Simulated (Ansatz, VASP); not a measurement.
# MoS2 in VASP and in Ansatz

```
Mo S
1.0
     3.22624    0.00000    0.00000
    -1.61312    2.79400    0.00000
     0.00000    0.00000    6.27376
Mo S
1 2
Direct
  0.00000 0.00000 0.50000
  0.33333 0.66667 0.27731
  0.66667 0.33333 0.77051
```

Change from the starting cell: all S atoms moved +0.150 Å, as atom 2 along Cartesian [0 0 1].

Alike in both runs: task single point; functional r2SCAN; k mesh 18 × 18 × 8; occupations gaussian, width 0.15 eV; no spin polarisation.

|  | VASP | Ansatz |
| --- | --- | --- |
| version | VASP 6.6.1 | Ansatz 0.2.0 |
| potentials or method | VASP PAW PBE potentials, release 64 (Mo_sv, S), cutoff 520 eV | scalar-relativistic, plane waves, PAW |
| valence electrons in the cell | 26 | 26 |

VASP gave:

* gap on the k mesh at the Fermi level (eV): none
* pressure (GPa): 1.5
* traceless stress, the component that is largest in VASP (GPa): -0.95
* rms of the force components (eV/Å): 1.322

Q: What did Ansatz give for the same quantities?

A: gap on the k mesh at the Fermi level (eV): none; pressure (GPa): 1.5; traceless stress, the component that is largest in VASP (GPa): -0.94; rms of the force components (eV/Å): 1.320.

VASP's potentials were made for PBE, not for r2SCAN. Atom by atom the forces differ by 0.003 eV/Å (rms over components). A gap of «none» marks a metal or a gap that the smearing closes.
